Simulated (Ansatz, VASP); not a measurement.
This is a calculation of TePb for VASP 6.6.1.

INCAR

```
  PREC = Accurate
  ENCUT = 600
  EDIFF = 1E-7
  ISMEAR = -1
  SIGMA = 0.05
  LREAL = False
  LASPH = True
  NELM = 100
  ALGO = Normal
  ISIF = 3
  LWAVE = False
  LCHARG = False
  GGA = PE
  IVDW = 13
  IBRION = 2
  NSW = 80
  EDIFFG = -0.005
```

Contents of KPOINTS:

```
Automatic mesh
0
Gamma
  7 7 7
```

File POSCAR:

```
TePb
1.0
    4.0022870000      0.0000000000      0.0000000000
    0.0000000000      4.0022870000      0.0000000000
    0.0000000000      0.0000000000      4.0022870000
Pb Te
1 1
Direct
    0.0000000000      0.0000000000      0.0000000000
    0.5000000000      0.5000000000      0.5000000000
```

Potentials or basis: VASP PAW PBE potentials, release 64 (Pb_d, Te).

The run is started by

```bash
$ cat potpaw_PBE.64/Pb_d/POTCAR potpaw_PBE.64/Te/POTCAR > POTCAR
$ mpirun -np 1 vasp_std > vasp.out
```

**Question.** Set up the same calculation for Ansatz 0.2.0. Potentials there: all-electron LAPW, scalar-relativistic.

**Answer.** As run (the cutoff follows the program's own potentials):

The input input.yaml:

```yaml
crystal:
  lattice:
    - [4.002287, 0.0, 0.0]
    - [0.0, 4.002287, 0.0]
    - [0.0, 0.0, 4.002287]
  atoms:
    - { symbol: Pb, position: [0.0, 0.0, 0.0] }
    - { symbol: Te, position: [0.5, 0.5, 0.5] }
kpoints:
  mp_grid: { grid: [7, 7, 7] }
scf:
  occupations: { method: fermi_dirac, width: 0.05 }
hamiltonian:
  xc: pbe
  dispersion: d4
  pseudopotentials: { kind: all_electron, lapw: { basis_error: 0.001 } }
output:
  forces: true
  stress: true
relax:
  f_tol: 0.005
  max_steps: 60
  cell: {}
```

Potentials or basis: all-electron LAPW, scalar-relativistic.

Command:

```console
$ ansatz run input.yaml --threads 1 --pin off --max-ram 3072MiB --backend cpu --events-out ev --progress --plain --runs-dir out
```

Both were run:

|  | VASP | Ansatz | Ansatz less VASP |
| --- | --- | --- | --- |
| relaxed volume (Å³/atom) | 32.34 | 32.34 | -0.002 |
| relaxed cell length with the largest relative difference (Å) | 4.014 | 4.014 | -0.0001 |

Ansatz ran all-electron here, and VASP with PAW potentials.

Neither program's run includes spin-orbit coupling.
